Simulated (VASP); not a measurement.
CuAu: electric field gradients with PBEsol

CuAu:

```xyz
2
Lattice="2.8000 0.0000 0.0000 0.0000 2.8000 0.0000 0.0000 0.0000 3.7067" Properties=species:S:1:pos:R:3 pbc="T T T"
Cu    1.4000    1.4000    1.8534
Au    0.0000    0.0000    0.0000
```

This cell differs from its parent crystal: zz strain of +1 %.

```yaml
Program: VASP 6.6.1
Task: electric field gradients
Functional: PBEsol
Potentials_or_basis: VASP PAW PBE potentials, release 64 (Cu, Au)
Cutoff: 520 eV
k_mesh: 13 × 13 × 10
Occupations: fermi-dirac, width 0.05 eV
Spin: no spin polarisation
Dipole_correction: no
Further_INCAR_settings: ALGO = Normal; EDIFF = 1e-08; NBANDS = 18
```

```json
{
  "Pressure": "-3.5 GPa",
  "Band gap on the k mesh": "zero (bands 11 and 12 overlap by 6.36 eV)",
  "Largest electric field gradient by atom": "Cu -13.4; Au +82.5 V/Å²"
}
```

Levels at points of the mesh, in eV from the Fermi level:
```tsv
k point	band 9	band 10	band 11	band 12	band 13	band 14
(0.00, 0.00, 0.00)	-1.70	-1.48	-1.48	1.88	7.81	10.08
(0.00, 0.00, 0.50)	-2.38	-2.33	-2.33	-1.97	14.39	14.58
```

Electric field gradients, principal values (V/Å²):
| atom | least | middle | greatest (by size) |
| --- | --- | --- | --- |
| 1 Cu | 6.694 | 6.694 | -13.387 |
| 2 Au | -41.257 | -41.257 | 82.513 |

Run time: 37 s on 1 thread of Intel(R) Xeon(R) Platinum 8488C (Sapphire Rapids), on a shared host, peak memory 0.22 GiB.

Caveat: the cell differs from its parent crystal (zz strain of +1 %); the cell stands under tension; without QUAD_EFG the Cq values of the log hold for a quadrupole moment of 1 mb, not for the nuclei; the PAW data sets were made with another functional, which shifts forces and pressure a little; spin-orbit coupling is left out, which moves the levels of the heavy elements.
